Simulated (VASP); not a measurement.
Runs of VASP 6.6.1 on Rh. The structure is that of space group Fm-3m (No. 225), or close to it. The cells are those of the table. 

```csv
cell,gap on the mesh (eV),pressure (GPa)
"a = 2.649, b = 2.649, c = 2.609 Å, angles 60.5, 60.5, 59.0°, 1 atom",none,(b)
"a = 2.750, b = 2.750, c = 2.770 Å, angles 59.8, 59.8, 60.5°, 1 atom",none,-16.1
"a = 2.690, b = 2.690, c = 2.649 Å, angles 60.5, 60.5, 59.0°, 1 atom",none,6.1
"a = 2.649, b = 2.649, c = 2.689 Å, angles 59.5, 59.5, 61.0°, 1 atom",none,(a)
"a = 2.649 Å, angles 60.0°, 1 atom",none,15.9
"a = 2.709, b = 2.709, c = 2.689 Å, angles 60.2, 60.2, 59.5°, 1 atom",none,-2.7
"a = 2.710, b = 2.710, c = 2.649 Å, angles 60.7, 60.7, 58.5°, 1 atom",none,1.9
"a = 2.690, b = 2.690, c = 2.730 Å, angles 59.5, 59.5, 61.0°, 1 atom",none,-2.5
"a = 2.709, b = 2.709, c = 2.730 Å, angles 59.8, 59.8, 60.5°, 1 atom",none,-6.5
"a = 2.629, b = 2.629, c = 2.609 Å, angles 60.3, 60.3, 59.5°, 1 atom",none,27.8
"a = 2.770 Å, angles 60.0°, 1 atom",none,-18.8
"a = 2.710, b = 2.710, c = 2.770 Å, angles 59.3, 59.3, 61.5°, 1 atom",none,-9.6
```

Alike in all rows: task single point; level r2SCAN; potentials or basis VASP PAW PBE potentials, release 64 (Rh_pv); no spin polarisation; k mesh 8 × 8 × 8; cutoff (eV) 520; smearing gaussian 0.15 eV.

Q: Estimate the missing entries.

A: (a) 11.0; (b) 21.9.

Caveats: some runs use coarse meshes; the PAW data sets were made with another functional, which shifts forces and pressure a little.

A k mesh can miss the band edges, and the runs leave out spin-orbit coupling on Rh.

A gap of «none» marks levels without a gap at the run's occupations.
